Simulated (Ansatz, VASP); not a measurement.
SrO: VASP beside Ansatz

```
Sr O
1.0
     3.55329    0.00000    0.00000
    -1.77664    3.07724    0.00000
     0.00000    0.00000    6.21730
Sr O
2 2
Direct
  0.66667 0.33333 0.75000
  0.33333 0.66667 0.25000
  0.00000 0.00000 0.50000
  0.00000 0.00000 0.00000
```

Alike in both runs: functional r2SCAN; k mesh 9 × 9 × 5; occupations fermi-dirac, width 0.05 eV; no spin polarisation.

```csv
,VASP,Ansatz
version,VASP 6.6.1,Ansatz 0.2.0
potentials or method,"VASP PAW PBE potentials, release 64 (Sr_sv, O)",Ansatz PAW
plane-wave cutoff (eV),520,500
valence electrons in the cell,32,32
task,single point,band structure
```

Ansatz gave:

- gap on the k mesh at the Fermi level (eV): 3.56
- least direct gap on the mesh (eV): 3.66
- pressure (GPa): -0.4

**Question.** Which values does VASP return?

**Answer.** gap on the k mesh at the Fermi level (eV): 3.52; least direct gap on the mesh (eV): 3.67; pressure (GPa): 0.1.

VASP's potentials were made for PBE, not for r2SCAN.
